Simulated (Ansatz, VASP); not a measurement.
## Si3N4 in VASP and in Ansatz

The input INCAR:

```
  PREC = Accurate
  ENCUT = 520
  EDIFF = 1E-6
  ISMEAR = 0
  SIGMA = 0.02
  LREAL = F
  LASPH = T
  NELM = 100
  ALGO = Normal
  ISIF = 2
  LWAVE = F
  LCHARG = F
  GGA = PS
  IBRION = 2
  NSW = 50
  EDIFFG = -0.01
```

The input KPOINTS:

```
regular mesh
0
Gamma
  6 6 6
```

Contents of POSCAR:

```
Si3N4
1.0
    0.0000000000      3.9103180177      3.9103180177
    3.9103180177      0.0000000000      3.9103180177
    3.9103180177      3.9103180177      0.0000000000
Si N
6 8
Direct
    0.1250000000      0.1250000000      0.6250000000
    0.1250000000      0.6250000000      0.1250000000
    0.6250000000      0.1250000000      0.1250000000
    0.1250000000      0.1250000000      0.1250000000
    0.7500000000      0.7500000000      0.7500000000
    0.5000000000      0.5000000000      0.5000000000
    0.3675496349      0.3675496349      0.3675496349
    0.3526489046      0.8824503651      0.8824503651
    0.8824503651      0.8824503651      0.3526489046
    0.8824503651      0.3526489046      0.8824503651
    0.3675496349      0.3675496349      0.8973510954
    0.3675496349      0.8973510954      0.3675496349
    0.8824503651      0.8824503651      0.8824503651
    0.8973510954      0.3675496349      0.3675496349
```

Input for Ansatz:

```yaml
crystal:
  lattice:
    - [0.0, 3.9103180177, 3.9103180177]
    - [3.9103180177, 0.0, 3.9103180177]
    - [3.9103180177, 3.9103180177, 0.0]
  atoms:
    - { symbol: Si, position: [0.125, 0.125, 0.625] }
    - { symbol: Si, position: [0.125, 0.625, 0.125] }
    - { symbol: Si, position: [0.625, 0.125, 0.125] }
    - { symbol: Si, position: [0.125, 0.125, 0.125] }
    - { symbol: Si, position: [0.75, 0.75, 0.75] }
    - { symbol: Si, position: [0.5, 0.5, 0.5] }
    - { symbol: "N", position: [0.3675496349, 0.3675496349, 0.3675496349] }
    - { symbol: "N", position: [0.3526489046, 0.8824503651, 0.8824503651] }
    - { symbol: "N", position: [0.8824503651, 0.8824503651, 0.3526489046] }
    - { symbol: "N", position: [0.8824503651, 0.3526489046, 0.8824503651] }
    - { symbol: "N", position: [0.3675496349, 0.3675496349, 0.8973510954] }
    - { symbol: "N", position: [0.3675496349, 0.8973510954, 0.3675496349] }
    - { symbol: "N", position: [0.8824503651, 0.8824503651, 0.8824503651] }
    - { symbol: "N", position: [0.8973510954, 0.3675496349, 0.3675496349] }
basis:
  ecutwfc: 420
kpoints:
  mp_grid: { grid: [6, 6, 6] }
hamiltonian:
  xc: pbesol
scf:
  occupations: { method: gaussian, width: 0.02 }
output:
  forces: true
  stress: true
  eigenvalues: true
relax:
  adjacent_minimum: "off"
  f_tol: 0.01
  max_steps: 30
```

Alike in both runs: task relaxation of the atoms; functional PBEsol; k mesh 6 × 6 × 6; occupations gaussian, width 0.02 eV; no spin polarisation.

|  | VASP | Ansatz |
| --- | --- | --- |
| version | VASP 6.6.1 | Ansatz 0.2.0 |
| potentials or method | VASP PAW PBE potentials, release 64 (Si, N), cutoff 520 eV | scalar-relativistic, plane waves, PAW |
| valence electrons in the cell | 64 | 64 |

|  | VASP | Ansatz | Ansatz less VASP |
| --- | --- | --- | --- |
| gap on the k mesh at the Fermi level, each at its own relaxed structure (eV) | 3.17 | 3.18 | +0.007 |

VASP's potentials were made for PBE, not for PBEsol. Ansatz's warnings: stress scf threshold loose.
